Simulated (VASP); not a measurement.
# GaP2 (P4_2/mnm) in VASP: further runs

GaP2 is run at these levels: PBE; tasks: single point, relaxation of cell and atoms.

Program: VASP 6.6.1. These are calculated values, not measurements. Logs are shortened: lines on timing, memory, paths and dates and some standing lists are left out, and cuts for length are marked.

**1. The cell of the first run**

It takes space group P4_2/mnm (No. 136, tetragonal). Conventional cell: a = 5.687 Å, b = 5.687 Å, c = 3.772 Å, α = 90.00°, β = 90.00°, γ = 90.00°. Within 3.2 Å of Ga (site symmetry mmm) lie 6 P at 2.42 to 2.50 Å. P (site symmetry m2m) has 3 Ga at 2.42 to 2.50 Å and 1 P at 3.04 Å within 3.2 Å.

**2. Single point, PBE**

INCAR reads:

```
SYSTEM = GaP2
PREC = Accurate
ENCUT = 520
EDIFF = 1E-6
ISMEAR = 0
SIGMA = 0.1
LREAL = .False.
LASPH = .True.
NELM = 80
ALGO = Normal
ISIF = 2
LWAVE = .False.
LCHARG = .True.
GGA = PE
LELF = .True.
LVHAR = .True.
NBANDS = 32
```

KPOINTS reads:

```
regular mesh
0
Gamma
  4 4 6
  0 0 0
```

POSCAR reads:

```
GaP2
1.0
    5.6865955144      0.0000000000      0.0000000000
    0.0000000000      5.6865955144      0.0000000000
    0.0000000000      0.0000000000      3.7717154790
Ga P
2 4
Direct
    0.0000000000      0.0000000000      0.0000000000
    0.5000000000      0.5000000000      0.5000000000
    0.3108008172      0.3108008172      0.0000000000
    0.1891991828      0.8108008172      0.5000000000
    0.6891991828      0.6891991828      0.0000000000
    0.8108008172      0.1891991828      0.5000000000
```

Potentials or basis: VASP PAW PBE potentials, release 64 (Ga_d, P).

Launch:

```
> cat potpaw_PBE.64/Ga_d/POTCAR potpaw_PBE.64/P/POTCAR > POTCAR
> mpirun -np 1 vasp_std > vasp.out
```

OUTCAR:

```text
SYSTEM = GaP2
   PREC = Accurate
   ENCUT = 520
   EDIFF = 1E-6
   ISMEAR = 0
   LREAL = .False.
   LASPH = .True.
   NELM = 80
   ISIF = 2
   GGA = PE

 ion  position               nearest neighbor table
   1  0.000  0.000  0.000-   4 2.42   6 2.42   4 2.42   6 2.42   5 2.50   3 2.50
   2  0.500  0.500  0.500-   3 2.42   5 2.42   3 2.42   5 2.42   4 2.50   6 2.50
   3  0.311  0.311  0.000-   2 2.42   2 2.42   1 2.50
   4  0.189  0.811  0.500-   1 2.42   1 2.42   2 2.50
   5  0.689  0.689  0.000-   2 2.42   2 2.42   1 2.50
   6  0.811  0.189  0.500-   1 2.42   1 2.42   2 2.50

  LATTYP: Found a simple tetragonal cell.
 ALAT       =     5.6865955144
 C/A-ratio  =     0.6632642447

  Lattice vectors:

 A1 = (   5.6865955144,   0.0000000000,   0.0000000000)
 A2 = (   0.0000000000,   5.6865955144,   0.0000000000)
 A3 = (   0.0000000000,   0.0000000000,   3.7717154790)

Analysis of symmetry for initial positions (statically):
=====================================================================
 Subroutine PRICEL returns:
 Original cell was already a primitive cell.

 Routine SETGRP: Setting up the symmetry group for a
 simple tetragonal supercell.

 Subroutine GETGRP returns: Found 16 space group operations
 (whereof  8 operations were pure point group operations)
 out of a pool of 16 trial point group operations.

The static configuration has the point symmetry D_2h.
 The point group associated with its full space group is D_4h.

Analysis of symmetry for dynamics (positions and initial velocities):
=====================================================================
 Subroutine PRICEL returns:
 Original cell was already a primitive cell.

 Routine SETGRP: Setting up the symmetry group for a
 simple tetragonal supercell.

 Subroutine GETGRP returns: Found 16 space group operations
 (whereof  8 operations were pure point group operations)
 out of a pool of 16 trial point group operations.

The dynamic configuration has the point symmetry D_2h.
 The point group associated with its full space group is D_4h.

 Subroutine INISYM returns: Found 16 space group operations
 (whereof  8 operations are pure point group operations),
 and found     1 'primitive' translations

----------------------------------------------------------------------------------------
[... 99 lines left out ...]
   NELM   =     80;   NELMIN=  2; NELMDL= -5     # of ELM steps
   EDIFF  = 0.1E-05   stopping-criterion for ELM
   LREAL  =      F    real-space projection
   EDIFFG = 0.1E-04   stopping-criterion for IOM
   NSW    =      0    number of steps for IOM
   IBRION =     -1    ionic relax: 0-MD 1-quasi-New 2-CG
   NFREE  =      0    steps in history (QN), initial steepest desc. (CG)
   ISIF   =      2    stress and relaxation
   ISYM   =      2    0-nonsym 1-usesym 2-fastsym
   POTIM  = 0.5000    time-step for ionic-motion
   TEBEG  =    0.0;   TEEND  =   0.0 temperature during run
   PSTRESS=    0.0 pullay stress
   NELECT =      46.0000    total number of electrons
   NUPDOWN=      -1.0000    fix difference up-down
   EMIN   =  10.00;   EMAX   =-10.00  energy-range for DOS
   EFERMI =   0.00;   METHOD = LEGACY
   ISMEAR =     0;   SIGMA  =   0.10  broadening in eV -4-tet -1-fermi 0-gaus
   EFERMI_NEDOS =   21; number of points for ismear=-14 and -15
   IALGO  =     38    algorithm
   IMIX   =      4    mixing-type and parameters
     AMIX     =   0.40;   BMIX     =  1.00
     AMIX_MAG =   1.60;   BMIX_MAG =  1.00
  volume/ion in A,a.u.               =      20.33       137.18
  Fermi-wavevector in a.u.,A,eV,Ry     =   1.182804  2.235176 19.034906  1.399026
  Thomas-Fermi vector in A             =   2.319051
   LORBIT       =      0    0 simple, 1 ext, 2 COOP (PROOUT), +10 PAW based schemes
   GGA     = PE    functional components
   LHFCALC =     F    Hartree Fock is set to
   AEXX    =    0.0000 exact exchange contribution
   IVDW    =     0    specifies the selected vdW correction
   LEPSILON=     F    determine dielectric tensor
   LRPA    =     F    only Hartree local field effects (RPA)
 non-spin polarized calculation
 Gauss-broadening in eV      SIGMA  =   0.10
  energy-cutoff  :      520.00
  volume of cell :      121.97
 maximum number of plane-waves:      3315
   NGX = 21   NGY = 21   NGZ = 15

 number of electron      46.0000037 magnetization

 Free energy of the ion-electron system (eV)
  ---------------------------------------------------
  ext. energy  EPLUGINS =         0.00000000
  ---------------------------------------------------
  free energy    TOTEN  =       -23.49293030 eV

  energy without entropy =      -23.46173884  energy(sigma->0) =      -23.47733457

 E-fermi :   4.8296     XC(G=0):  -9.9233

 val. band max:        4.8233894243   @ k =   0.5000   0.0000   0.3333
 cond. band min:       4.8326165668   @ k =   0.5000   0.5000   0.0000
 fundamental gap:      0.0092271425
 Fermi energy:         4.8295889365

 k-point     1 :       0.0000    0.0000    0.0000
  band No.  band energies     occupation
      1     -10.1536      2.00000
      2     -10.0636      2.00000
      3     -10.0093      2.00000
      4     -10.0093      2.00000
      5      -9.9347      2.00000
      6      -9.9205      2.00000
[... 829 lines left out ...]
     31      10.9291      0.00000
     32      10.9291      0.00000

------------------------ aborting loop because EDIFF is reached ----------------------------------------

  FORCE on cell =-STRESS in cart. coord.  units (eV):
  Direction    XX          YY          ZZ          XY          YZ          ZX
  --------------------------------------------------------------------------------------
  -------------------------------------------------------------------------------------
  Total        0.0094924      0.0094924      0.1190100     -0.0000000      0.0000000      0.0000000
  in kB        0.1246932      0.1246932      1.5633289     -0.0000000      0.0000000      0.0000000
  external PRESSURE =       0.6042384 kB  Pullay stress =       0.0000000 kB

 VOLUME and BASIS-vectors are now :
 -----------------------------------------------------------------------------
  energy-cutoff  :      520.00
  volume of cell :      121.97
      direct lattice vectors                 reciprocal lattice vectors
     5.686595514  0.000000000  0.000000000     0.175852142  0.000000000  0.000000000
     0.000000000  5.686595514  0.000000000     0.000000000  0.175852142  0.000000000
     0.000000000  0.000000000  3.771715479     0.000000000  0.000000000  0.265131346

 POSITION                                       TOTAL-FORCE (eV/Angst)
 -----------------------------------------------------------------------------------
      0.00000      0.00000      0.00000         0.000000      0.000000      0.000000
      2.84330      2.84330      1.88586         0.000000      0.000000      0.000000
      1.76740      1.76740      0.00000         0.007979      0.007979      0.000000
      1.07590      4.61070      1.88586        -0.007979      0.007979      0.000000
      3.91920      3.91920      0.00000        -0.007979     -0.007979     -0.000000
      4.61070      1.07590      1.88586         0.007979     -0.007979     -0.000000
 -----------------------------------------------------------------------------------
    total drift:                               -0.000000     -0.000000     -0.000000

  FREE ENERGIE OF THE ION-ELECTRON SYSTEM (eV)
  ---------------------------------------------------
  free  energy   TOTEN  =       -23.4929303011 eV

  energy  without entropy=      -23.4617388417  energy(sigma->0) =      -23.47733457
```

It took 2.2 min on 1 thread of Intel Xeon 8259CL, shared host; peak memory 0.25 GiB.

What came out:

| Property | Result |
| --- | --- |
| Free energy | -23.4929 eV |
| Pressure | 0.1 GPa |
| Largest force | 0.011 eV/Å |
| Band gap on the k mesh | zero (bands 23 and 24 overlap by 1.86 eV) |

Forces on the atoms (eV/Å):
```
Ga   0.000  0.000  0.000
Ga   0.000  0.000  0.000
P    0.008  0.008  0.000
P   -0.008  0.008  0.000
P   -0.008 -0.008  0.000
P    0.008 -0.008  0.000
```

Stress tensor (GPa, compression positive):
```
0.01 0.00 0.00
0.00 0.01 0.00
0.00 0.00 0.16
```

**3. Single point, PBE**

This run uses another cell than the first one, of 22.96 Å³/atom.

INCAR reads:

```
  PREC = Accurate
  ENCUT = 520
  EDIFF = 1E-6
  ISMEAR = 0
  SIGMA = 0.1
  LREAL = False
  LASPH = True
  NELM = 80
  ALGO = Normal
  ISIF = 2
  LWAVE = False
  LCHARG = True
  GGA = PE
  LELF = True
  LVHAR = True
  NBANDS = 32
```

KPOINTS reads:

```
regular mesh
0
Gamma
  8 8 8
```

POSCAR reads:

```
GaP2
1.0
    5.4851577596      0.0000000000      0.0000000000
    0.0000000000      5.4851577596      0.0000000000
    0.0000000000      0.0000000000      4.5788117298
Ga P
2 4
Direct
    0.0000000000      0.0000000000      0.0000000000
    0.5000000000      0.5000000000      0.5000000000
    0.3635576121      0.3635576121      0.0000000000
    0.1364423879      0.8635576121      0.5000000000
    0.6364423879      0.6364423879      0.0000000000
    0.8635576121      0.1364423879      0.5000000000
```

Potentials or basis: VASP PAW PBE potentials, release 64 (Ga_d, P).

Launch:

```
> cat potpaw_PBE.64/Ga_d/POTCAR potpaw_PBE.64/P/POTCAR > POTCAR
> mpirun -np 1 vasp_std > vasp.out
```

Run time: 9.5 min. Hardware: 1 thread of Intel Xeon 8259CL, shared host; peak memory 0.41 GiB.

The run converged. Its results:

```
Free energy            : -23.9460 eV
Pressure               : -0.1 GPa
Largest force          : 0.052 eV/Å
Band gap on the k mesh : zero (bands 23 and 24 overlap by 1.66 eV)
```

Forces on the atoms (eV/Å):
```
Ga   0.000  0.000  0.000
Ga   0.000  0.000  0.000
P    0.037  0.037  0.000
P   -0.037  0.037  0.000
P   -0.037 -0.037  0.000
P    0.037 -0.037  0.000
```

Stress tensor (GPa, compression positive):
```
-0.09  0.00  0.00
 0.00 -0.09  0.00
 0.00  0.00  0.00
```

Levels at points of the mesh, in eV from the Fermi level:
```tsv
k point	band 20	band 21	band 22	band 23	band 24	band 25	band 26	band 27
(0.00, 0.00, 0.00)	-2.43	-1.56	-1.23	-0.71	0.41	0.41	1.69	1.69
(0.50, 0.00, 0.00)	-2.98	-1.27	-1.27	0.45	0.45	0.52	0.52	3.28
(0.50, 0.50, 0.00)	-2.62	-0.94	-0.94	0.08	0.08	1.22	1.22	1.25
(0.00, 0.00, 0.50)	-2.37	-0.98	-0.98	-0.27	-0.27	0.89	0.89	3.05
(0.50, 0.00, 0.50)	-2.34	-2.05	-2.05	0.93	0.93	2.83	2.83	4.11
(0.50, 0.50, 0.50)	-2.17	-0.16	-0.16	1.24	1.24	1.39	1.39	3.88
```

(Part 1 of 2 ends here.)

The gap in the log of VASP goes by the Fermi energy; the results here count the filled bands.